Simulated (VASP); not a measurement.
# Al (Fm-3m) in VASP: settings compared

Aim: see how the results for Al move with the level of theory and the settings. Levels: b88 exchange, pbe correlation. Tasks: single point.

Program: VASP 6.6.1. These are calculated values, not measurements. Logs are shortened: lines on timing, memory, paths and dates and some standing lists are left out, and cuts for length are marked.

## 1. The cell of the first run

It takes space group Fm-3m (No. 225, cubic). The conventional cell has a = 3.995 Å, b = 3.995 Å, c = 3.995 Å, α = 90.00°, β = 90.00°, γ = 90.00°. Al (site symmetry m-3m) has 12 Al at 2.82 Å within 3.7 Å.

## 2. Single point, b88 exchange, pbe correlation

INCAR

```
SYSTEM = Al
PREC = Accurate
ENCUT = 500
EDIFF = 1E-6
ISMEAR = -1
SIGMA = 0.05
LREAL = .False.
LASPH = .True.
NELM = 120
ALGO = Normal
ISIF = 2
LWAVE = .False.
LCHARG = .True.
GGA = LIBXC
LIBXC1 = GGA_X_B88
LIBXC2 = GGA_C_PBE
LELF = .True.
LVHAR = .True.
NBANDS = 8
GGA_COMPAT = .False.
```

KPOINTS

```
regular mesh
0
Gamma
  11 11 11
  0 0 0
```

POSCAR

```
Al
1.0
    0.0000000000      1.9974394157      1.9974394157
    1.9974394157      0.0000000000      1.9974394157
    1.9974394157      1.9974394157      0.0000000000
Al
1
Direct
    0.0000000000      0.0000000000      0.0000000000
```

Potentials or basis: VASP PAW PBE potentials, release 64 (Al).

Command:

```
cat potpaw_PBE.64/Al/POTCAR > POTCAR
mpirun -np 1 vasp_std > vasp.out
```

OUTCAR:

```text
SYSTEM = Al
   PREC = Accurate
   ENCUT = 500
   EDIFF = 1E-6
   ISMEAR = -1
   LREAL = .False.
   LASPH = .True.
   NELM = 120
   ISIF = 2
   GGA = LIBXC

 ion  position               nearest neighbor table
   1  0.000  0.000  0.000-

  LATTYP: Found a face centered cubic cell.
 ALAT       =     3.9948788314

  Lattice vectors:

 A1 = (   0.0000000000,   1.9974394157,   1.9974394157)
 A2 = (   1.9974394157,   0.0000000000,   1.9974394157)
 A3 = (   1.9974394157,   1.9974394157,   0.0000000000)

Analysis of symmetry for initial positions (statically):
=====================================================================
 Subroutine PRICEL returns:
 Original cell was already a primitive cell.

 Routine SETGRP: Setting up the symmetry group for a
 face centered cubic supercell.

 Subroutine GETGRP returns: Found 48 space group operations
 (whereof 48 operations were pure point group operations)
 out of a pool of 48 trial point group operations.

The static configuration has the point symmetry O_h .

Analysis of symmetry for dynamics (positions and initial velocities):
=====================================================================
 Subroutine PRICEL returns:
 Original cell was already a primitive cell.

 Routine SETGRP: Setting up the symmetry group for a
 face centered cubic supercell.

 Subroutine GETGRP returns: Found 48 space group operations
 (whereof 48 operations were pure point group operations)
 out of a pool of 48 trial point group operations.

The dynamic configuration has the point symmetry O_h .

 Subroutine INISYM returns: Found 48 space group operations
 (whereof 48 operations are pure point group operations),
 and found     1 'primitive' translations

----------------------------------------------------------------------------------------

                                     Primitive cell

  volume of cell :      15.9386

  direct lattice vectors                    reciprocal lattice vectors
     0.000000000  1.997439416  1.997439416    -0.250320483  0.250320483  0.250320483
     1.997439416  0.000000000  1.997439416     0.250320483 -0.250320483  0.250320483
     1.997439416  1.997439416  0.000000000     0.250320483  0.250320483 -0.250320483

  length of vectors
     2.824805912  2.824805912  2.824805912     0.433567795  0.433567795  0.433567795

  position of ions in fractional coordinates (direct lattice)
     0.000000000  0.000000000  0.000000000

  ion indices of the primitive-cell ions
   primitive index   ion index
                 1           1

----------------------------------------------------------------------------------------

 KPOINTS: regular mesh

Automatic generation of k-mesh.
 Grid dimensions read from file:
 generate k-points for:   11   11   11

 Generating k-lattice:

  Cartesian coordinates                     Fractional coordinates (reciprocal lattice)
    -0.022756408  0.022756408  0.022756408     0.090909091  0.000000000  0.000000000
     0.022756408 -0.022756408  0.022756408     0.000000000  0.090909091  0.000000000
     0.022756408  0.022756408 -0.022756408     0.000000000  0.000000000  0.090909091

  Length of vectors
     0.039415254  0.039415254  0.039415254

  Shift w.r.t. Gamma in fractional coordinates (k-lattice)
     0.000000000  0.000000000  0.000000000

 Subroutine IBZKPT returns following result:
 ===========================================

 Found     56 irreducible k-points:

 Following reciprocal coordinates:
            Coordinates               Weight
  0.000000  0.000000  0.000000      1.000000
  0.090909  0.000000  0.000000      8.000000
  0.181818  0.000000  0.000000      8.000000
  0.272727  0.000000  0.000000      8.000000
  0.363636  0.000000  0.000000      8.000000
  0.454545  0.000000  0.000000      8.000000
[... 16 lines left out ...]
 -0.272727  0.181818  0.000000     24.000000
 -0.181818  0.181818  0.000000     12.000000
 [... further k-points ...]
   k-points           NKPTS =     56   k-points in BZ     NKDIM =     56   number of bands    NBANDS=      8
   number of dos      NEDOS =    301   number of ions     NIONS =      1
   total plane-waves  NPLWV =  13824
   dimension x,y,z NGX =    24 NGY =   24 NGZ =   24
   dimension x,y,z NGXF=    48 NGYF=   48 NGZF=   48
   ions per type =               1
   NGX,Y,Z   is equivalent  to a cutoff of  14.12, 14.12, 14.12 a.u.
   NGXF,Y,Z  is equivalent  to a cutoff of  28.25, 28.25, 28.25 a.u.
 SYSTEM =  Al
   PREC   = accura    normal or accurate (medium, high low for compatibility)
   ISTART =      0    job   : 0-new  1-cont  2-samecut
   ICHARG =      2    charge: 1-file 2-atom 10-const
   ISPIN  =      1    spin polarized calculation?
   LNONCOLLINEAR =      F non collinear calculations
   LSORBIT =      F    spin-orbit coupling
   LASPH  =      T    aspherical Exc in radial PAW
   ENCUT  =  500.0 eV  36.75 Ry    6.06 a.u.   5.15  5.15  5.15*2*pi/ulx,y,z
   NELM   =    120;   NELMIN=  2; NELMDL= -5     # of ELM steps
   EDIFF  = 0.1E-05   stopping-criterion for ELM
   LREAL  =      F    real-space projection
   EDIFFG = 0.1E-04   stopping-criterion for IOM
   NSW    =      0    number of steps for IOM
   IBRION =     -1    ionic relax: 0-MD 1-quasi-New 2-CG
   NFREE  =      0    steps in history (QN), initial steepest desc. (CG)
   ISIF   =      2    stress and relaxation
   ISYM   =      2    0-nonsym 1-usesym 2-fastsym
   POTIM  = 0.5000    time-step for ionic-motion
   TEBEG  =    0.0;   TEEND  =   0.0 temperature during run
   PSTRESS=    0.0 pullay stress
   NELECT =       3.0000    total number of electrons
   NUPDOWN=      -1.0000    fix difference up-down
   EMIN   =  10.00;   EMAX   =-10.00  energy-range for DOS
   EFERMI =   0.00;   METHOD = LEGACY
   ISMEAR =    -1;   SIGMA  =   0.05  broadening in eV -4-tet -1-fermi 0-gaus
   EFERMI_NEDOS =   21; number of points for ismear=-14 and -15
   IALGO  =     38    algorithm
   IMIX   =      4    mixing-type and parameters
     AMIX     =   0.40;   BMIX     =  1.00
     AMIX_MAG =   1.60;   BMIX_MAG =  1.00
  volume/ion in A,a.u.               =      15.94       107.56
  Fermi-wavevector in a.u.,A,eV,Ry     =   0.938206  1.772953 11.976268  0.880231
  Thomas-Fermi vector in A             =   2.065395
   LORBIT       =      0    0 simple, 1 ext, 2 COOP (PROOUT), +10 PAW based schemes
   GGA     = LIBXC    functional components
   LHFCALC =     F    Hartree Fock is set to
   AEXX    =    0.0000 exact exchange contribution
   IVDW    =     0    specifies the selected vdW correction
   LEPSILON=     F    determine dielectric tensor
   LRPA    =     F    only Hartree local field effects (RPA)
 non-spin polarized calculation
  energy-cutoff  :      500.00
  volume of cell :       15.94
 maximum number of plane-waves:       416
 NGX is ok and might be reduce to    24
   NGX = 11   NGY = 11   NGZ = 11

 number of electron       3.0000000 magnetization

 Free energy of the ion-electron system (eV)
  ---------------------------------------------------
  ext. energy  EPLUGINS =         0.00000000
  ---------------------------------------------------
  free energy    TOTEN  =        -3.65122044 eV

  energy without entropy =       -3.64721019  energy(sigma->0) =       -3.64921532

 E-fermi :   8.3815     XC(G=0): -10.3239

 val. band max:        8.3609790230   @ k =  -0.4545   0.3636   0.0000
 cond. band min:       8.4070112757   @ k =   0.4545   0.1818   0.0909
 fundamental gap:      0.0460322527
 Fermi energy:         8.3815056561

 k-point     1 :       0.0000    0.0000    0.0000
  band No.  band energies     occupation
      1      -2.9928      2.00000
      2      21.1600      0.00000
      3      21.1600      0.00000
      4      21.1600      0.00000
      5      22.9413      0.00000
      6      22.9413      0.00000
      7      22.9413      0.00000
      8      25.0946      0.00000

 k-point     2 :       0.0909    0.0000    0.0000
  band No.  band energies     occupation
      1      -2.7631      2.00000
      2      18.2501      0.00000
      3      20.5733      0.00000
      4      20.5733      0.00000
      5      23.5225      0.00000
      6      23.8816      0.00000
      7      23.8816      0.00000
      8      26.9964      0.00000

 k-point     3 :       0.1818    0.0000    0.0000
  band No.  band energies     occupation
      1      -2.0764      2.00000
      2      14.5328      0.00000
      3      19.8578      0.00000
      4      19.8578      0.00000
      5      23.2587      0.00000
      6      24.6679      0.00000
      7      24.6679      0.00000
      8      26.1207      0.00000

 k-point     4 :       0.2727    0.0000    0.0000
  band No.  band energies     occupation
      1      -0.9395      2.00000
      2      11.0348      0.00000
      3      19.4524      0.00000
      4      19.4524      0.00000
      5      23.0312      0.00000
      6      23.0384      0.00000
      7      23.0384      0.00000
      8      27.1581      0.00000

 k-point     5 :       0.3636    0.0000    0.0000
  band No.  band energies     occupation
      1       0.6364      2.00000
      2       7.8640      1.99994
      3      19.4112      0.00000
      4      19.4112      0.00000
      5      21.5775      0.00000
      6      21.5775      0.00000
      7      23.0958      0.00000
      8      25.6391      0.00000
[... 177 lines left out ...]
 k-point    22 :      -0.3636    0.1818    0.0000
  band No.  band energies     occupation
      1       2.7076      2.00000
      2       6.6954      2.00000
      3      13.1774      0.00000
      4      17.6546      0.00000
      5      19.5962      0.00000
      6      24.1530      0.00000
      7      26.8939      0.00000
      8      29.8403      0.00000

 k-point    23 :      -0.2727    0.1818    0.0000
  band No.  band energies     occupation
      1       0.8597      2.00000
      2       9.5341      0.00000
      3      13.0482      0.00000
      4      18.8977      0.00000
      5      20.9247      0.00000
      6      23.8993      0.00000
      7      26.4327      0.00000
      8      26.9449      0.00000

 k-point    24 :      -0.1818    0.1818    0.0000
  band No.  band energies     occupation
      1      -0.5627      2.00000
      2      12.2411      0.00000
      3      13.8187      0.00000
      4      20.5203      0.00000
      5      22.5813      0.00000
      6      23.5340      0.00000
      7      24.8623      0.00000
      8      25.7936      0.00000

 [... further k-points ...]

------------------------ aborting loop because EDIFF is reached ----------------------------------------

  FORCE on cell =-STRESS in cart. coord.  units (eV):
  Direction    XX          YY          ZZ          XY          YZ          ZX
  --------------------------------------------------------------------------------------
  -------------------------------------------------------------------------------------
  Total        0.3498863      0.3498863      0.3498863      0.0000000     -0.0000000      0.0000000
  in kB       35.1711555     35.1711555     35.1711555      0.0000000     -0.0000000      0.0000000
  external PRESSURE =      35.1711555 kB  Pullay stress =       0.0000000 kB

 VOLUME and BASIS-vectors are now :
 -----------------------------------------------------------------------------
  energy-cutoff  :      500.00
  volume of cell :       15.94
      direct lattice vectors                 reciprocal lattice vectors
     0.000000000  1.997439416  1.997439416    -0.250320483  0.250320483  0.250320483
     1.997439416  0.000000000  1.997439416     0.250320483 -0.250320483  0.250320483
     1.997439416  1.997439416  0.000000000     0.250320483  0.250320483 -0.250320483

 POSITION                                       TOTAL-FORCE (eV/Angst)
 -----------------------------------------------------------------------------------
      0.00000      0.00000      0.00000         0.000000      0.000000      0.000000
 -----------------------------------------------------------------------------------
    total drift:                               -0.000000      0.000000      0.000000

  FREE ENERGIE OF THE ION-ELECTRON SYSTEM (eV)
  ---------------------------------------------------
  free  energy   TOTEN  =        -3.6512204435 eV

  energy  without entropy=       -3.6472101900  energy(sigma->0) =       -3.64921532
```

Run time: 5.4 s. Hardware: 1 thread of AMD EPYC 7R13 (Zen 3), shared host; peak memory 0.1 GiB.

What came out:

```
Free energy            : -3.6512 eV
Pressure               : 3.5 GPa
Band gap on the k mesh : zero (an odd number of electrons rules out a gap without spin polarisation)
```

Caveat: the cell stands under pressure; the PAW data sets were made with another functional, which shifts forces and pressure a little.

## 3. Single point, b88 exchange, pbe correlation

This run uses another cell than the first one, of 16.27 Å³/atom.

INCAR

```
SYSTEM = Al
PREC = Accurate
ENCUT = 500
EDIFF = 1E-6
ISMEAR = -1
SIGMA = 0.05
LREAL = .FALSE.
LASPH = .TRUE.
NELM = 120
ALGO = Normal
ISIF = 2
LWAVE = .FALSE.
LCHARG = .FALSE.
GGA = LIBXC
LIBXC1 = GGA_X_B88
LIBXC2 = GGA_C_PBE
NBANDS = 8
GGA_COMPAT = .FALSE.
```

KPOINTS

```
Automatic mesh
0
G
  11 11 11
  0 0 0
```

POSCAR

```
Al
1.0
    0.0000000000      2.0112152952      2.0112152952
    2.0112152952      0.0000000000      2.0112152952
    2.0112152952      2.0112152952      0.0000000000
Al
1
Direct
    0.0000000000      0.0000000000      0.0000000000
```

Potentials or basis: VASP PAW PBE potentials, release 64 (Al).

Command:

```
cat potpaw_PBE.64/Al/POTCAR > POTCAR
mpirun -np 1 vasp_std > vasp.out
```

Run time: 5 s. Hardware: 1 thread of AMD EPYC 7R13 (Zen 3), shared host; peak memory 0.1 GiB.

The run converged. Its results:

- Free energy: -3.6566 eV
- Pressure: 1.7 GPa
- Band gap on the k mesh: zero (an odd number of electrons rules out a gap without spin polarisation)

Levels at points of the mesh, in eV from the Fermi level:
```
           k point  band 1  band 2  band 3  band 4
(0.00, 0.00, 0.00)  -11.23   12.66   12.66   12.66
```

Caveat: the PAW data sets were made with another functional, which shifts forces and pressure a little.

## 4. Single point, b88 exchange, pbe correlation

This run uses another cell than the first one, of 16.60 Å³/atom.

INCAR

```
ALGO = Normal
EDIFF = 1E-6
ENCUT = 500
GGA = LIBXC
GGA_COMPAT = False
ISIF = 2
ISMEAR = -1
LASPH = True
LCHARG = False
LIBXC1 = GGA_X_B88
LIBXC2 = GGA_C_PBE
LREAL = False
LWAVE = False
NBANDS = 8
NELM = 120
PREC = Accurate
SIGMA = 0.05
```

KPOINTS

```
k-points
0
Gamma
  11 11 11
```

POSCAR

```
Al
1.0
    0.0000000000      2.0248050000      2.0248050000
    2.0248050000      0.0000000000      2.0248050000
    2.0248050000      2.0248050000      0.0000000000
Al
1
Direct
    0.0000000000      0.0000000000      0.0000000000
```

Command:

```
cat potpaw_PBE.64/Al/POTCAR > POTCAR
mpirun -np 1 vasp_std > vasp.out
```

Wall time 5 s (1 thread of AMD EPYC 7R13 (Zen 3), shared host); peak memory 0.1 GiB.

The run converged. Its results:

| Property | Result |
| --- | --- |
| Free energy | -3.6584 eV |
| Pressure | 0.1 GPa |
| Band gap on the k mesh | zero (an odd number of electrons rules out a gap without spin polarisation) |

Levels at points of the mesh, in eV from the Fermi level:
```tsv
k point	band 1	band 2	band 3	band 4	band 5	band 6
(0.00, 0.00, 0.00)	-11.10	12.54	12.54	12.54	14.01	14.01
```

Caveat: the PAW data sets were made with another functional, which shifts forces and pressure a little.

[end of part 1 of 2]
